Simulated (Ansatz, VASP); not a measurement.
**BiB in VASP and in Ansatz**

Contents of INCAR:

```
SYSTEM = BiB
ALGO     = Normal         ! electronic algorithm
EDIFF    = 1E-7           ! SCF threshold, eV
ENCUT    = 520            ! plane-wave cutoff, eV
GGA      = PS             ! functional
ISIF     = 2              ! what is computed and relaxed
ISMEAR   = 0              ! smearing method
LASPH    = .True.         ! aspherical terms in the spheres
LCHARG   = .True.         ! write CHGCAR
LELF     = .True.         ! ELF
LREAL    = .False.        ! projectors in reciprocal space
LVHAR    = .True.       
LWAVE    = .False.        ! write WAVECAR
NBANDS   = 16             ! bands
NELM     = 100            ! most SCF steps
PREC     = Accurate       ! precision mode
SIGMA    = 0.001          ! smearing width, eV
```

File KPOINTS:

```
k-points
0
Gamma
  6 6 6
  0 0 0
```

POSCAR

```
BiB
1.0
    0.0000000000      2.7448744688      2.7448744688
    2.7448744688      0.0000000000      2.7448744688
    2.7448744688      2.7448744688      0.0000000000
B Bi
1 1
Direct
    0.0000000000      0.0000000000      0.0000000000
    0.2500000000      0.2500000000      0.2500000000
```

Input for Ansatz:

```yaml
crystal:
  lattice:
    - [0.0, 2.7448744688, 2.7448744688]
    - [2.7448744688, 0.0, 2.7448744688]
    - [2.7448744688, 2.7448744688, 0.0]
  atoms:
    - { symbol: B, position: [0.0, 0.0, 0.0] }
    - { symbol: Bi, position: [0.25, 0.25, 0.25] }
kpoints:
  mp_grid: { grid: [6, 6, 6] }
hamiltonian:
  xc: pbesol
scf:
  occupations: { method: gaussian, width: 0.001 }
  n_extra_bands: 4
output:
  forces: true
  stress: true
  eigenvalues: true
```

Alike in both runs: task single point; functional PBEsol; k mesh 6 × 6 × 6; occupations gaussian, width 0.001 eV; no spin polarisation.

```csv
,VASP,Ansatz
version,VASP 6.6.1,Ansatz 0.2.0
potentials or method,"VASP PAW PBE potentials, release 64 (B, Bi_d)",plane waves
plane-wave cutoff (eV),520,420
valence electrons in the cell,18,18
```

Ansatz gave:

| Quantity | Value |
| --- | --- |
| gap on the k mesh at the Fermi level (eV) | 0.31 |
| pressure (GPa) | -1.6 |

Which values does VASP return?

gap on the k mesh at the Fermi level (eV): 0.30; pressure (GPa): -1.7.

VASP's potentials were made for PBE, not for PBEsol. The functional is the same, so the differences come from potentials, cutoffs and numerics.

Spin-orbit coupling is off throughout.
